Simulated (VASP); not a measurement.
A run of VASP 6.6.1:

File INCAR:

```
ALGO = Normal
EDIFF = 1E-7
ENCUT = 520
GGA = PS
ISIF = 2
ISMEAR = -1
LASPH = True
LCHARG = True
LELF = True
LREAL = False
LVHAR = True
LWAVE = False
NBANDS = 35
NELM = 100
PREC = Accurate
SIGMA = 0.02
```

File KPOINTS:

```
k-points
0
Gamma
  6 6 8
```

The input POSCAR:

```
SnO2
1.0
    4.7691159690      0.0000000000      0.0000000000
    0.0000000000      4.7691159690      0.0000000000
    0.0000000000      0.0000000000      3.2119755829
Sn O
2 4
Direct
    0.0000000000      0.0000000000      0.0000000000
    0.5000000000      0.5000000000      0.5000000000
    0.3062752979      0.3062752979      0.0000000000
    0.1937247021      0.8062752979      0.5000000000
    0.8062752979      0.1937247021      0.5000000000
    0.6937247021      0.6937247021      0.0000000000
```

Potentials or basis: VASP PAW PBE potentials, release 64 (Sn_d, O).

Run with:

```console
$ cat potpaw_PBE.64/Sn_d/POTCAR potpaw_PBE.64/O/POTCAR > POTCAR
$ mpirun -np 1 vasp_std > vasp.out
```

Hardware: 1 thread of Intel(R) Xeon(R) 6975P-C (Granite Rapids) (shared host).

Question: How long does it take, and how much memory?

Answer: Run time: 44 s on 1 thread of Intel(R) Xeon(R) 6975P-C (Granite Rapids), on a shared host, peak memory 0.23 GiB. Counts: scf iterations 15, k points 50.
